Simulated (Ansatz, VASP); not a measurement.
## TiS2: VASP beside Ansatz

```
S Ti
1.0
     3.37206    0.00000    0.00000
    -1.68603    2.92029    0.00000
     0.00000    0.00000   18.35965
S Ti
2 1
Cartesian
  1.6860 0.9734 4.0000
  0.0000 1.9469 6.8596
  0.0000 0.0000 5.4298
```

Alike in both runs: task single point; functional PBE; dispersion D3(BJ); k mesh 9 × 9 × 1; occupations gaussian, width 0.1 eV; no spin polarisation.

|  | VASP | Ansatz |
| --- | --- | --- |
| version | VASP 6.6.1 | Ansatz 0.2.0 |
| potentials or method | VASP PAW PBE potentials, release 64 (S, Ti_sv), cutoff 400 eV | scalar-relativistic, plane waves, PAW |
| valence electrons in the cell | 24 | 24 |

```csv
,VASP,Ansatz,Ansatz less VASP
gap on the k mesh at the Fermi level (eV),none,none,-
rms of the force components (eV/Å),0.022,0.014,-0.0078
"work function, face that differs most (eV)",5.73,5.74,+0.009
```

A gap of «none» marks a metal or a gap that the smearing closes.
